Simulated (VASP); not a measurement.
A run of VASP 6.6.1 is set up as follows.

File POSCAR:

```
GeSb4Te7
1.0
    4.2869152163      0.0000000000      0.0000000000
   -2.1434576082      3.7125774812      0.0000000000
    0.0000000000      0.0000000000     24.8802292924
Ge Sb Te
1 4 7
Direct
    0.0000000000      0.0000000000      0.5000000000
    0.6666666667      0.3333333333      0.9199622453
    0.3333333333      0.6666666667      0.3510941730
    0.3333333333      0.6666666667      0.0800377547
    0.6666666667      0.3333333333      0.6489058270
    0.3333333333      0.6666666667      0.8516117225
    0.6666666667      0.3333333333      0.1483882775
    0.0000000000      0.0000000000      0.7167622234
    0.6666666667      0.3333333333      0.4322661473
    0.3333333333      0.6666666667      0.5677338527
    0.0000000000      0.0000000000      0.0000000000
    0.0000000000      0.0000000000      0.2832377766
```

INCAR.step1

```
SYSTEM = GeSb4Te7
PREC = Accurate
ENCUT = 520
ISMEAR = 0
SIGMA = 0.02
LREAL = .False.
LASPH = .True.
NELM = 100
NBANDS = 50
GGA = PE
ALGO = Normal
EDIFF = 1E-4
LWAVE = .True.
LCHARG = .False.
```

File INCAR.step2:

```
SYSTEM = GeSb4Te7
PREC = Accurate
ENCUT = 520
EDIFF = 1E-6
ISMEAR = 0
SIGMA = 0.02
LREAL = .False.
LASPH = .True.
NELM = 100
ALGO = Normal
ISIF = 2
LWAVE = .False.
LCHARG = .False.
METAGGA = R2SCAN
LMIXTAU = .True.
NBANDS = 50
ISTART = 1
```

Contents of KPOINTS:

```
Automatic mesh
0
Gamma
  6 6 2
  0 0 0
```

Potentials or basis: VASP PAW PBE potentials, release 64 (Ge_d, Sb, Te).

The run is started by

```bash
$ cat potpaw_PBE.64/Ge_d/POTCAR potpaw_PBE.64/Sb/POTCAR potpaw_PBE.64/Te/POTCAR > POTCAR
$ cp INCAR.step1 INCAR
$ mpirun -np 1 vasp_std > vasp.out
$ cp INCAR.step2 INCAR
$ mpirun -np 1 vasp_std > vasp.out
```

(1) What does it give for the largest force?

(2) Predict the band gap on the k mesh.

Results:

(1) 0.030 eV/Å.

(2) 0.63 eV, direct.

Caveat: the PAW data sets were made with another functional, which shifts forces and pressure a little; spin-orbit coupling is left out, which moves the levels of the heavy elements.
